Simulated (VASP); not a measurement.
The system is PbF2.

```
Pb F
1.0
     0.00000    2.96366    2.96366
     2.96366    0.00000    2.96366
     2.96366    2.96366    0.00000
Pb F
1 2
Direct
  0.00000 0.00000 0.00000
  0.75000 0.75000 0.75000
  0.25000 0.25000 0.25000
```

Base run:

- Program: VASP 6.6.1
- Functional: r2SCAN
- Potentials or basis: VASP PAW PBE potentials, release 64 (Pb_d, F)
- Cutoff: 660 eV
- k mesh: 8 × 8 × 8
- Occupations: fermi-dirac, width 0.05 eV
- Spin: no spin polarisation

Its results: band gap on the k mesh 4.94 eV (least direct gap 5.08 eV); pressure -0.4 GPa.

**Question.** The run is repeated on the same cell with these changes: functional from r2SCAN to r2SCANh; cutoff from 660 eV to 580 eV; k mesh from 8 × 8 × 8 to 4 × 4 × 4. What comes out?

**Answer.** Band gap on the k mesh 5.69 eV (least direct gap 5.83 eV); pressure -0.7 GPa.

Several settings changed at once.

Caveats: some runs use coarse meshes; the PAW data sets were made with another functional, which shifts forces and pressure a little; spin-orbit coupling is left out, which moves the levels of the heavy elements.

A k mesh can miss the band edges.
